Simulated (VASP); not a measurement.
Set up this calculation in VASP 6.6.1, as the native input.

| Property | Result |
| --- | --- |
| Task | relaxation of shape and atoms at fixed volume |
| Functional | LDA |
| Potentials or basis | VASP PAW LDA potentials, release 64 (Ni, H) |
| Cutoff | 600 eV |
| k mesh | 18 × 18 × 10 |
| Occupations | fermi-dirac, width 0.15 eV |
| Spin | no spin polarisation |
| Dipole correction | no |
| Further INCAR settings | ALGO = Normal; EDIFF = 1e-06; IBRION = 2; EDIFFG = -0.001; NSW = 80; ISIF = 4 |

The structure of Ni2H lies in POSCAR:

```
Ni2H
1.0
    2.4741823510      0.0000000000      0.0000000000
   -1.2370911755      2.1427047696      0.0000000000
    0.0000000000      0.0000000000      4.0900584176
Ni H
2 1
Direct
    0.6666666667      0.3333333333      0.7684489042
    0.3333333333      0.6666666667      0.2875510959
    0.0000000000      0.0000000000      0.0280000000
```

One way to write it, as run:

INCAR

```
SYSTEM = Ni2H
PREC = Accurate
ENCUT = 600
EDIFF = 1E-6
ISMEAR = -1
SIGMA = 0.15
LREAL = .FALSE.
LASPH = .TRUE.
NELM = 80
ALGO = Normal
ISIF = 4
LWAVE = .FALSE.
LCHARG = .FALSE.
IBRION = 2
NSW = 80
EDIFFG = -0.001
```

KPOINTS

```
regular mesh
0
G
  18 18 10
  0 0 0
```

Potentials or basis: VASP PAW LDA potentials, release 64 (Ni, H).

Launch:

```console
$ cat potpaw_LDA.64/Ni/POTCAR potpaw_LDA.64/H/POTCAR > POTCAR
$ mpirun -np 1 vasp_std > vasp.out
```

It gave:

* Energy gained by relaxing: 0.0 meV/atom
* Ionic steps: 4
* Pressure after relaxing: 5.2 GPa
* Band gap on the k mesh: zero (an odd number of electrons rules out a gap without spin polarisation)

Wall time 100 s on 1 thread of Intel(R) Xeon(R) Platinum 8488C (Sapphire Rapids), with other jobs on the host, peak memory 0.23 GiB.
